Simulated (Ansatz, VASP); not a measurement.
**Pt: VASP beside Ansatz**

Contents of INCAR:

```
SYSTEM = Pt
  PREC = Accurate
  ENCUT = 520
  EDIFF = 1E-7
  ISMEAR = 0
  SIGMA = 0.15
  LREAL = .False.
  LASPH = .True.
  NELM = 100
  ALGO = Fast
  ISIF = 2
  LWAVE = .False.
  LCHARG = .False.
  NBANDS = 11
```

File KPOINTS:

```
Automatic mesh
0
Gamma
  22 22 22
  0 0 0
```

File POSCAR:

```
Pt
1.0
    0.0000000000      1.9660951450      1.9660951450
    1.9660951450      0.0000000000      1.9660951450
    1.9660951450      1.9660951450      0.0000000000
Pt
1
Direct
    0.0000000000      0.0000000000      0.0000000000
```

Input for Ansatz:

```yaml
crystal:
  lattice:
    - [0.0, 1.966095145, 1.966095145]
    - [1.966095145, 0.0, 1.966095145]
    - [1.966095145, 1.966095145, 0.0]
  atoms:
    - { symbol: Pt, position: [0.0, 0.0, 0.0] }
basis:
  ecutwfc: 420
kpoints:
  mp_grid: { grid: [22, 22, 22] }
hamiltonian:
  xc: lda
scf:
  occupations: { method: gaussian, width: 0.15 }
output:
  forces: true
  stress: true
  eigenvalues: true
```

Alike in both runs: task single point; functional LDA; k mesh 22 × 22 × 22; occupations gaussian, width 0.15 eV; no spin polarisation.

```csv
,VASP,Ansatz
version,VASP 6.6.1,Ansatz 0.2.0
potentials or method,"VASP PAW LDA potentials, release 64 (Pt), cutoff 520 eV","scalar-relativistic, plane waves, PAW"
valence electrons in the cell,10,18
```

|  | VASP | Ansatz | Ansatz less VASP |
| --- | --- | --- | --- |
| gap on the k mesh at the Fermi level (eV) | none | none | - |
| pressure (GPa) | -7.6 | -8.3 | -0.70 |

LDA's correlation is that of Perdew and Zunger in VASP and of Perdew and Wang (1992) in Ansatz. A gap of «none» marks a metal or a gap that the smearing closes. VASP's potentials hold 10 valence electrons a cell and Ansatz's 18, so a difference there can come from the potentials and not from the codes.

Spin-orbit coupling is off throughout.
